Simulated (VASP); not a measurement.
# Pt in VASP: notebook

Pt is run at these levels: LDA; tasks: single point.

Program: VASP 6.6.1. These are calculated values, not measurements. Logs are shortened: lines on timing, memory, paths and dates and some standing lists are left out, and cuts for length are marked.

## 1. The cell of the first run

Symmetry: I4/mmm, No. 139, tetragonal system. The conventional cell has a = 2.753 Å, b = 2.753 Å, c = 4.215 Å, α = 90.00°, β = 90.00°, γ = 90.00°. Pt (site symmetry 4/mmm) has 12 Pt at 2.75 to 2.87 Å within 3.6 Å.

## 2. Single point, LDA (normal strain along x +0.0825, normal strain along z +0.0000)

Input file INCAR:

```
SYSTEM = Pt
PREC = Accurate
ENCUT = 520
EDIFF = 1E-6
ISMEAR = 0
SIGMA = 0.15
LREAL = .False.
LASPH = .True.
NELM = 80
ALGO = Normal
ISIF = 2
LWAVE = .False.
LCHARG = .False.
NBANDS = 11
```

Input file KPOINTS:

```
regular mesh
0
Gamma
  20 20 20
  0 0 0
```

Input file POSCAR:

```
Pt
1.0
    0.0000000000      1.9468328700      1.9468328700
    2.1074465818      0.0000000000      1.9468328700
    2.1074465818      1.9468328700      0.0000000000
Pt
1
Direct
    0.0000000000      0.0000000000      0.0000000000
```

Potentials or basis: VASP PAW LDA potentials, release 64 (Pt).

Run with:

```
$ cat potpaw_LDA.64/Pt/POTCAR > POTCAR
$ mpirun -np 1 vasp_std > vasp.out
```

OUTCAR:

```text
SYSTEM = Pt
   PREC = Accurate
   ENCUT = 520
   EDIFF = 1E-6
   ISMEAR = 0
   LREAL = .False.
   LASPH = .True.
   NELM = 80
   ISIF = 2

 ion  position               nearest neighbor table
   1  0.000  0.000  0.000-

  LATTYP: Found a body centered tetragonal cell.
 ALAT       =     2.7532374484
 C/A-ratio  =     1.5308861813

  Lattice vectors:

 A1 = (   2.1074465818,   0.0000000000,   1.9468328700)
 A2 = (   2.1074465818,   0.0000000000,  -1.9468328700)
 A3 = (  -2.1074465818,   1.9468328700,   0.0000000000)

Analysis of symmetry for initial positions (statically):
=====================================================================
 Subroutine PRICEL returns:
 Original cell was already a primitive cell.

 Routine SETGRP: Setting up the symmetry group for a
 body centered tetragonal supercell.

 Subroutine GETGRP returns: Found 16 space group operations
 (whereof 16 operations were pure point group operations)
 out of a pool of 16 trial point group operations.

The static configuration has the point symmetry D_4h.

Analysis of symmetry for dynamics (positions and initial velocities):
=====================================================================
 Subroutine PRICEL returns:
 Original cell was already a primitive cell.

 Routine SETGRP: Setting up the symmetry group for a
 body centered tetragonal supercell.

 Subroutine GETGRP returns: Found 16 space group operations
 (whereof 16 operations were pure point group operations)
 out of a pool of 16 trial point group operations.

The dynamic configuration has the point symmetry D_4h.

 Subroutine INISYM returns: Found 16 space group operations
 (whereof 16 operations are pure point group operations),
 and found     1 'primitive' translations

----------------------------------------------------------------------------------------

                                     Primitive cell

  volume of cell :      15.9751

  direct lattice vectors                    reciprocal lattice vectors
     0.000000000  1.946832870  1.946832870    -0.237253938  0.256827388  0.256827388
     2.107446582  0.000000000  1.946832870     0.237253938 -0.256827388  0.256827388
     2.107446582  1.946832870  0.000000000     0.237253938  0.256827388 -0.256827388

  length of vectors
     2.753237448  2.869057218  2.869057218     0.433831816  0.433831816  0.433831816

  position of ions in fractional coordinates (direct lattice)
     0.000000000  0.000000000  0.000000000

  ion indices of the primitive-cell ions
   primitive index   ion index
                 1           1

----------------------------------------------------------------------------------------

 KPOINTS: regular mesh

Automatic generation of k-mesh.
 Grid dimensions read from file:
 generate k-points for:   20   20   20

 Generating k-lattice:

  Cartesian coordinates                     Fractional coordinates (reciprocal lattice)
    -0.011862697  0.012841369  0.012841369     0.050000000 -0.000000000 -0.000000000
     0.011862697 -0.012841369  0.012841369     0.000000000  0.050000000  0.000000000
     0.011862697  0.012841369 -0.012841369     0.000000000  0.000000000  0.050000000

  Length of vectors
     0.021691591  0.021691591  0.021691591

  Shift w.r.t. Gamma in fractional coordinates (k-lattice)
     0.000000000  0.000000000  0.000000000

 Subroutine IBZKPT returns following result:
 ===========================================

 Found    641 irreducible k-points:

 Following reciprocal coordinates:
            Coordinates               Weight
  0.000000  0.000000  0.000000      1.000000
  0.050000  0.000000  0.000000      8.000000
  0.100000  0.000000  0.000000      8.000000
  0.150000  0.000000  0.000000      8.000000
  0.200000  0.000000  0.000000      8.000000
  0.250000  0.000000  0.000000      8.000000
[... 16 lines left out ...]
 -0.400000  0.050000 -0.000000     16.000000
 -0.350000  0.050000 -0.000000     16.000000
 [... further k-points ...]
   k-points           NKPTS =    641   k-points in BZ     NKDIM =    641   number of bands    NBANDS=     11
   number of dos      NEDOS =    301   number of ions     NIONS =      1
   total plane-waves  NPLWV =  11520
   dimension x,y,z NGX =    20 NGY =   24 NGZ =   24
   dimension x,y,z NGXF=    40 NGYF=   48 NGZF=   48
   ions per type =               1
   NGX,Y,Z   is equivalent  to a cutoff of  12.08, 13.91, 13.91 a.u.
   NGXF,Y,Z  is equivalent  to a cutoff of  24.15, 27.81, 27.81 a.u.
 SYSTEM =  Pt
   PREC   = accura    normal or accurate (medium, high low for compatibility)
   ISTART =      0    job   : 0-new  1-cont  2-samecut
   ICHARG =      2    charge: 1-file 2-atom 10-const
   ISPIN  =      1    spin polarized calculation?
   LNONCOLLINEAR =      F non collinear calculations
   LSORBIT =      F    spin-orbit coupling
   LASPH  =      T    aspherical Exc in radial PAW
   ENCUT  =  520.0 eV  38.22 Ry    6.18 a.u.   5.12  5.33  5.33*2*pi/ulx,y,z
   NELM   =     80;   NELMIN=  2; NELMDL= -5     # of ELM steps
   EDIFF  = 0.1E-05   stopping-criterion for ELM
   LREAL  =      F    real-space projection
   EDIFFG = 0.1E-04   stopping-criterion for IOM
   NSW    =      0    number of steps for IOM
   IBRION =     -1    ionic relax: 0-MD 1-quasi-New 2-CG
   NFREE  =      0    steps in history (QN), initial steepest desc. (CG)
   ISIF   =      2    stress and relaxation
   ISYM   =      2    0-nonsym 1-usesym 2-fastsym
   POTIM  = 0.5000    time-step for ionic-motion
   TEBEG  =    0.0;   TEEND  =   0.0 temperature during run
   PSTRESS=    0.0 pullay stress
   NELECT =      10.0000    total number of electrons
   NUPDOWN=      -1.0000    fix difference up-down
   EMIN   =  10.00;   EMAX   =-10.00  energy-range for DOS
   EFERMI =   0.00;   METHOD = LEGACY
   ISMEAR =     0;   SIGMA  =   0.15  broadening in eV -4-tet -1-fermi 0-gaus
   EFERMI_NEDOS =   21; number of points for ismear=-14 and -15
   IALGO  =     38    algorithm
   IMIX   =      4    mixing-type and parameters
     AMIX     =   0.40;   BMIX     =  1.00
     AMIX_MAG =   1.60;   BMIX_MAG =  1.00
  volume/ion in A,a.u.               =      15.98       107.81
  Fermi-wavevector in a.u.,A,eV,Ry     =   1.400426  2.646422 26.683654  1.961193
  Thomas-Fermi vector in A             =   2.523388
   LORBIT       =      0    0 simple, 1 ext, 2 COOP (PROOUT), +10 PAW based schemes
   GGA     = CA    functional components
   LHFCALC =     F    Hartree Fock is set to
   AEXX    =    0.0000 exact exchange contribution
   IVDW    =     0    specifies the selected vdW correction
   LEPSILON=     F    determine dielectric tensor
   LRPA    =     F    only Hartree local field effects (RPA)
 non-spin polarized calculation
 Gauss-broadening in eV      SIGMA  =   0.15
  energy-cutoff  :      520.00
  volume of cell :       15.98
 maximum number of plane-waves:       444
   NGX = 11   NGY = 11   NGZ = 11

 number of electron      10.0000000 magnetization

 Free energy of the ion-electron system (eV)
  ---------------------------------------------------
  ext. energy  EPLUGINS =         0.00000000
  ---------------------------------------------------
  free energy    TOTEN  =        -7.42261050 eV

  energy without entropy =       -7.40062557  energy(sigma->0) =       -7.41161804

 E-fermi :  10.0266     XC(G=0): -13.3534

 val. band max:       10.0207716339   @ k =   0.3500  -0.3500   0.1000
 cond. band min:      10.0286442935   @ k =  -0.4500   0.2500  -0.0000
 fundamental gap:      0.0078726595
 Fermi energy:        10.0265823690

 k-point     1 :       0.0000    0.0000    0.0000
  band No.  band energies     occupation
      1       0.4365      2.00000
      2       5.9907      2.00000
      3       6.9119      2.00000
      4       6.9119      2.00000
      5       8.0093      2.00000
      6       9.0647      2.00000
      7      24.9187      0.00000
      8      28.2711      0.00000
      9      30.0130      0.00000
     10      30.0130      0.00000
     11      34.7854      0.00000

 k-point     2 :       0.0500    0.0000    0.0000
  band No.  band energies     occupation
      1       0.5323      2.00000
      2       6.0126      2.00000
      3       6.8846      2.00000
      4       6.9486      2.00000
      5       8.0016      2.00000
      6       9.0331      2.00000
      7      25.0607      0.00000
      8      28.2288      0.00000
      9      29.6300      0.00000
     10      30.1578      0.00000
     11      35.3719      0.00000

 k-point     3 :       0.1000    0.0000    0.0000
  band No.  band energies     occupation
      1       0.8133      2.00000
      2       6.0606      2.00000
      3       6.8167      2.00000
      4       7.0503      2.00000
      5       7.9982      2.00000
      6       8.9503      2.00000
      7      25.4493      0.00000
      8      27.5941      0.00000
      9      29.4443      0.00000
     10      30.5779      0.00000
     11      35.7835      0.00000

 k-point     4 :       0.1500    0.0000    0.0000
  band No.  band energies     occupation
      1       1.2571      2.00000
      2       6.0961      2.00000
      3       6.7384      2.00000
      4       7.1892      2.00000
      5       8.0555      2.00000
      6       8.8540      2.00000
      7      25.9153      0.00000
      8      26.3414      0.00000
      9      29.9420      0.00000
     10      31.2245      0.00000
     11      34.2295      0.00000

 k-point     5 :       0.2000    0.0000    0.0000
  band No.  band energies     occupation
      1       1.8162      2.00000
      2       6.1224      2.00000
      3       6.6562      2.00000
      4       7.3099      2.00000
      5       8.2389      2.00000
      6       8.8098      2.00000
      7      24.7329      0.00000
      8      26.3717      0.00000
      9      30.7230      0.00000
     10      31.9780      0.00000
     11      32.9433      0.00000
[... 211 lines left out ...]
 k-point    21 :       0.5000    0.0500    0.0000
  band No.  band energies     occupation
      1       3.3626      2.00000
      2       6.1691      2.00000
      3       6.9114      2.00000
      4       8.9917      2.00000
      5      10.1496      0.24619
      6      10.8301      0.00000
      7      15.5371      0.00000
      8      24.3043      0.00000
      9      27.8784      0.00000
     10      29.1641      0.00000
     11      36.2520      0.00000

 k-point    22 :      -0.4500    0.0500   -0.0000
  band No.  band energies     occupation
      1       3.3613      2.00000
      2       6.1685      2.00000
      3       6.9290      2.00000
      4       8.9500      2.00000
      5      10.0514      0.81512
      6      10.6886      0.00000
      7      15.8075      0.00000
      8      24.3490      0.00000
      9      28.0194      0.00000
     10      29.1707      0.00000
     11      36.2214      0.00000

 k-point    23 :      -0.4000    0.0500   -0.0000
  band No.  band energies     occupation
      1       3.3479      2.00000
      2       6.2134      2.00000
      3       6.9992      2.00000
      4       8.3577      2.00000
      5       9.7582      1.98861
      6      10.2588      0.02857
      7      17.0953      0.00000
      8      24.6058      0.00000
      9      28.4796      0.00000
     10      29.6509      0.00000
     11      35.6536      0.00000

 k-point    24 :      -0.3500    0.0500   -0.0000
  band No.  band energies     occupation
      1       3.2769      2.00000
      2       6.3007      2.00000
      3       7.1092      2.00000
      4       7.4740      2.00000
      5       9.3564      2.00000
      6       9.8734      1.85145
      7      18.8268      0.00000
      8      25.0568      0.00000
      9      29.1398      0.00000
     10      30.5977      0.00000
     11      34.6410      0.00000

 [... further k-points ...]
[... 5 lines left out ...]
  --------------------------------------------------------------------------------------
  -------------------------------------------------------------------------------------
  Total       -2.3179590     -1.5804095     -1.5804095      0.0000000      0.0000000     -0.0000000
  in kB     -232.4729433   -158.5025698   -158.5025698      0.0000000      0.0000000     -0.0000000
  external PRESSURE =    -183.1593610 kB  Pullay stress =       0.0000000 kB

 VOLUME and BASIS-vectors are now :
 -----------------------------------------------------------------------------
  energy-cutoff  :      520.00
  volume of cell :       15.98
      direct lattice vectors                 reciprocal lattice vectors
     0.000000000  1.946832870  1.946832870    -0.237253938  0.256827388  0.256827388
     2.107446582  0.000000000  1.946832870     0.237253938 -0.256827388  0.256827388
     2.107446582  1.946832870  0.000000000     0.237253938  0.256827388 -0.256827388

 POSITION                                       TOTAL-FORCE (eV/Angst)
 -----------------------------------------------------------------------------------
      0.00000      0.00000      0.00000         0.000000      0.000000      0.000000
 -----------------------------------------------------------------------------------
    total drift:                               -0.000000      0.000000      0.000000

  FREE ENERGIE OF THE ION-ELECTRON SYSTEM (eV)
  ---------------------------------------------------
  free  energy   TOTEN  =        -7.4226104976 eV

  energy  without entropy=       -7.4006255733  energy(sigma->0) =       -7.41161804
```

It took 1.8 min on 1 thread of Intel Xeon 8259CL, shared host; peak memory 0.22 GiB.

What came out:

* Free energy: -7.4226 eV
* Pressure: -18.3 GPa
* Band gap on the k mesh: zero (bands 5 and 6 overlap by 2.32 eV)

Caveat: the cell differs from its parent crystal (normal strain along x +0.0825, normal strain along z +0.0000); the stress differs along the axes, from -23 to -16 GPa; spin-orbit coupling is left out, which moves the levels of the heavy elements.

## 3. Single point, LDA (normal strain along x -0.0275, normal strain along z -0.0350)

Input file INCAR:

```
SYSTEM = Pt
ALGO = Fast ; EDIFF = 1E-6
ENCUT = 520 ; ISIF = 2
ISMEAR = 0 ; LASPH = .TRUE.
LCHARG = .TRUE. ; LELF = .TRUE.
LREAL = .FALSE. ; LVHAR = .TRUE.
LWAVE = .FALSE. ; NBANDS = 11
NELM = 100 ; PREC = Accurate
SIGMA = 0.15
```

Input file KPOINTS:

```
k-points
0
G
  20 20 20
  0 0 0
```

Input file POSCAR:

```
Pt
1.0
    0.0000000000      1.9468328700      1.8786937196
    1.8932949661      0.0000000000      1.8786937196
    1.8932949661      1.9468328700      0.0000000000
Pt
1
Direct
    0.0000000000      0.0000000000      0.0000000000
```

Potentials or basis: VASP PAW LDA potentials, release 64 (Pt).

Run with:

```
$ cat potpaw_LDA.64/Pt/POTCAR > POTCAR
$ mpirun -np 1 vasp_std > vasp.out
```

It took 3.6 min on 1 thread of Intel Xeon 8259CL, shared host; peak memory 0.28 GiB.

It converged, with:

```
Free energy            : -7.4435 eV
Pressure               : 24.4 GPa
Band gap on the k mesh : zero (bands 5 and 6 overlap by 2.73 eV)
```

Stress tensor (GPa, compression positive):
```
25.75  0.00  0.00
 0.00 21.04  0.00
 0.00  0.00 26.55
```

Levels at points of the mesh, in eV from the Fermi level:
```csv
k point,band 3,band 4,band 5,band 6,band 7,band 8
"(0.00, 0.00, 0.00)",-4.29,-4.19,-2.14,-1.61,14.33,19.11
"(0.50, 0.00, 0.00)",-4.24,-0.84,-0.04,0.16,6.53,13.89
"(0.50, 0.50, 0.00)",0.01,0.42,0.76,1.91,10.26,11.21
"(0.50, 0.00, 0.50)",0.07,0.52,0.60,1.17,9.26,11.95
"(0.00, 0.50, 0.50)",0.01,0.38,0.79,1.74,10.05,11.31
```

Caveat: the cell differs from its parent crystal (normal strain along x -0.0275, normal strain along z -0.0350); the stress differs along the axes, from 21 to 27 GPa; spin-orbit coupling is left out, which moves the levels of the heavy elements.
